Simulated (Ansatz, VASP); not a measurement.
BaZrO3 in VASP and in Ansatz

```
CELL_PARAMETERS angstrom
4.22584 0.00000 0.00000
0.00000 4.22584 0.00000
0.00000 0.00000 4.22910
ATOMIC_POSITIONS crystal
Ba 0.00000 0.00000 0.99993
Zr 0.50000 0.50000 0.50010
O 0.00000 0.50000 0.49998
O 0.50000 0.00000 0.49998
O 0.50000 0.50000 0.00001
```

Alike in both runs: functional PBE; k mesh 4 × 4 × 4; occupations gaussian, width 0.1 eV; no spin polarisation.

Ansatz relaxed the structure, and its values are those at the end. VASP's run is a single point on that final structure, the one shown.

|  | VASP | Ansatz |
| --- | --- | --- |
| version | VASP 6.6.1 | Ansatz 0.2.0 |
| potentials or method | VASP PAW PBE potentials, release 64 (Ba_sv, Zr_sv, O), cutoff 520 eV | scalar-relativistic, plane waves, PAW |
| valence electrons in the cell | 40 | 40 |

```csv
,VASP,Ansatz,Ansatz less VASP
gap on the k mesh at the Fermi level (eV),3.12,3.17,+0.047
least direct gap on the mesh (eV),3.38,3.40,+0.021
pressure (GPa),1.0,0.1,-0.94
```

The functional is the same, so the differences come from potentials, cutoffs and numerics.

Spin-orbit coupling is off throughout.
